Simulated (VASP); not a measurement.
Cu64H (a cell with a defect), 65 atoms in the cell. The cell holds a defect, 65 atoms: a = 10.268 Å, b = 10.268 Å, c = 10.268 Å, α = 60.00°, β = 60.00°, γ = 60.00°. 

```yaml
Program: VASP 6.6.1
Task: single point
Functional: PBE
Potentials_or_basis: VASP PAW PBE potentials, release 64 (Cu, H)
Cutoff: 520 eV
k_mesh: 2 × 2 × 2
Occupations: methfessel-paxton, width 0.1 eV
Spin: no spin polarisation
Dipole_correction: no
Further_INCAR_settings: LREAL = Auto; ALGO = Normal; EDIFF = 1e-06; NBANDS = 390
```

Potentials or basis: VASP PAW PBE potentials, release 64 (Cu, H).

Run with:

```sh
$ cat potpaw_PBE.64/Cu/POTCAR potpaw_PBE.64/H/POTCAR > POTCAR
$ mpirun -np 1 vasp_std > vasp.out
```

Hardware: 1 × NVIDIA H100 80GB with 1 thread of AMD EPYC 7R13 Processor (Zen 3), with other jobs on the host.

Problem. Estimate the wall time of this run.

Solution. It took 11 min on 1 × NVIDIA H100 80GB with 1 thread of AMD EPYC 7R13 Processor (Zen 3), with other jobs on the host, peak memory 2.8 GiB. Counts: scf iterations 22, k points 8.
